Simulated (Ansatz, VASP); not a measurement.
## One calculation of BAs, two programs

INCAR

```
  ALGO = Normal
  EDIFF = 1E-8
  ENCUT = 520
  ISIF = 2
  ISMEAR = -1
  LASPH = T
  LCHARG = F
  LEFG = T
  LREAL = F
  LWAVE = F
  NBANDS = 11
  NELM = 100
  PREC = Accurate
  SIGMA = 0.05
```

The input KPOINTS:

```
k-points
0
Gamma
  13 13 13
```

The input POSCAR:

```
BAs
1.0
    0.0000000000      2.4199312360      2.4199312360
    2.4199312360      0.0000000000      2.4199312360
    2.4199312360      2.4199312360      0.0000000000
B As
1 1
Direct
    0.0000000000      0.0000000000      0.0000000000
    0.7500000000      0.7500000000      0.7500000000
```

Input for Ansatz:

```yaml
crystal:
  lattice:
    - [0.0, 2.419931236, 2.419931236]
    - [2.419931236, 0.0, 2.419931236]
    - [2.419931236, 2.419931236, 0.0]
  atoms:
    - { symbol: B, position: [0.0, 0.0, 0.0] }
    - { symbol: As, position: [0.75, 0.75, 0.75] }
kpoints:
  mp_grid: { grid: [13, 13, 13] }
scf:
  occupations: { method: fermi_dirac, width: 0.05 }
hamiltonian:
  xc: lda
  pseudopotentials: { kind: all_electron, datasets: crystal }
output:
  forces: true
  stress: true
  eigenvalues: true
  efg: { contact_densities: true }
```

Change from the starting cell: volume scaled by 1.04, crystal datasets.

Alike in both runs: task electric field gradients; functional LDA; k mesh 13 × 13 × 13; occupations fermi-dirac, width 0.05 eV; no spin polarisation.

```csv
,VASP,Ansatz
version,VASP 6.6.1,Ansatz 0.2.0
potentials or method,"VASP PAW LDA potentials, release 64 (B, As), cutoff 520 eV","all-electron PAW with datasets made for the crystal, scalar-relativistic"
```

VASP gave:

* pressure (GPa): -7.9

Problem. Estimate Ansatz's values.

Solution. Pressure (GPa): -8.6.

LDA's correlation is that of Perdew and Zunger in VASP and of Perdew and Wang (1992) in Ansatz. Ansatz ran all-electron here, and VASP with PAW potentials.
